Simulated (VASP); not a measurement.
Crystal: Cs.

```
CELL_PARAMETERS angstrom
-2.75007 2.75007 4.09724
2.75007 -2.75007 4.09724
2.75007 2.75007 -4.09724
ATOMIC_POSITIONS crystal
Cs 0.00000 0.00000 0.00000
```

- Program: VASP 6.6.1
- Task: relaxation of cell and atoms
- Functional: PBEsol
- Potentials or basis: VASP PAW PBE potentials, release 64 (Cs_sv)
- Cutoff: 500 eV
- k mesh: 7 × 7 × 7
- Occupations: methfessel-paxton, width 0.15 eV
- Spin: no spin polarisation

At the start: pressure -0.2 GPa; volume 123.95 Å³/atom.

Problem. How do energy, volume and symmetry change on relaxing?

Solution. Over 9 steps the energy falls by 13.9 meV/atom and the volume is 107.68 Å³/atom (-13.1 %); space group I4/mmm (No. 139, to 0.1 Å) before, Fm-3m (No. 225, to 0.1 Å).

Step by step:
```tsv
step	energy change (eV)	largest force (eV/Å)	pressure (GPa)	volume (Å³)
1	0.0000	0.0000	-0.23	123.95
2	-0.0043	0.0000	-0.20	120.78
3	-0.0125	0.0000	-0.07	111.58
4	-0.0005	0.0000	0.35	94.60
5	-0.0134	0.0000	-0.01	107.99
6	-0.0134	0.0000	0.01	107.49
7	-0.0135	0.0000	0.01	107.52
8	-0.0137	0.0000	0.01	107.58
9	-0.0139	0.0000	0.00	107.68
```

Final structure:
```cif
data_structure
_symmetry_space_group_name_H-M 'P 1'
_symmetry_Int_Tables_number 1
_cell_length_a 5.3391
_cell_length_b 5.3391
_cell_length_c 5.3391
_cell_angle_alpha 119.963
_cell_angle_beta 119.963
_cell_angle_gamma 90.064
_cell_volume 107.68
loop_
_atom_site_label
_atom_site_type_symbol
_atom_site_fract_x
_atom_site_fract_y
_atom_site_fract_z
_atom_site_occupancy
Cs1 Cs 0.00000 0.00000 0.00000 1
```

Caveat: the PAW data sets were made with another functional, which shifts forces and pressure a little.
